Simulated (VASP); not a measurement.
## TiO2: single point with PBE+U

Crystal: TiO2.

```
Ti O
1.0
     2.75569   -2.75576   -0.02056
     2.75569    2.75576   -0.02056
    -2.71830    0.00000    5.01250
Ti O
2 4
Direct
  0.12501 0.87499 0.25000
  0.87499 0.12501 0.75000
  0.32716 0.07718 0.65432
  0.67284 0.92282 0.34568
  0.92282 0.67284 0.84568
  0.07718 0.32716 0.15432
```

This cell differs from its parent crystal: atoms shifted along a free coordinate.

| Item | Value |
| --- | --- |
| Program | VASP 6.6.1 |
| Task | single point |
| Functional | PBE |
| Potentials or basis | VASP PAW PBE potentials, release 64 (Ti_sv, O) |
| Cutoff | 520 eV |
| k mesh | 6 × 6 × 6 |
| Occupations | gaussian, width 0.05 eV |
| Spin | no spin polarisation |
| Hubbard terms | Ti d U = 4.0 eV |

```
Pressure               : -6.2 GPa
Largest force          : 0.242 eV/Å
Band gap on the k mesh : 2.61 eV (least direct gap 2.80 eV)
```

Forces on the atoms (eV/Å):
```
Ti   0.000  0.000  0.000
Ti   0.000  0.000  0.000
O    0.001  0.000  0.242
O   -0.001  0.000 -0.242
O   -0.001  0.000 -0.242
O    0.001  0.000  0.242
```

Stress tensor (GPa, compression positive):
```
-6.88  0.00  0.02
 0.00 -6.88  0.00
 0.02  0.00 -4.84
```

Levels at points of the mesh, in eV from the valence-band top:
```tsv
k point	band 21	band 22	band 23	band 24	band 25	band 26	band 27	band 28
(0.00, 0.00, 0.00)	-0.67	-0.67	-0.25	-0.25	2.61	3.21	4.27	4.27
(0.50, 0.00, 0.00)	-1.52	-0.77	-0.65	-0.60	3.50	3.67	3.75	3.81
(0.50, 0.50, 0.00)	-1.65	-1.65	-0.05	-0.05	3.48	3.48	3.87	3.87
(0.00, 0.00, 0.50)	-1.07	-1.07	0.00	0.00	2.90	2.90	4.01	4.01
(0.50, 0.00, 0.50)	-1.52	-0.77	-0.65	-0.60	3.50	3.67	3.75	3.81
(0.50, 0.50, 0.50)	-1.65	-1.65	-0.05	-0.05	3.48	3.48	3.87	3.87
```

Eigenvalues of the final occupation matrices:
```tsv
site	spin	trace	eigenvalues
site 1 d	1	0.76	0.10 0.10 0.10 0.23 0.24
site 1 d	2	0.76	0.10 0.10 0.10 0.23 0.24
site 2 d	1	0.76	0.10 0.10 0.10 0.23 0.24
site 2 d	2	0.76	0.10 0.10 0.10 0.23 0.24
```

Run time: 5.5 min on 1 thread of Intel Xeon 8259CL, with other jobs on the host, peak memory 0.27 GiB.

Caveat: the cell differs from its parent crystal (atoms shifted along a free coordinate); the cell stands under tension. A k mesh can miss the band edges.
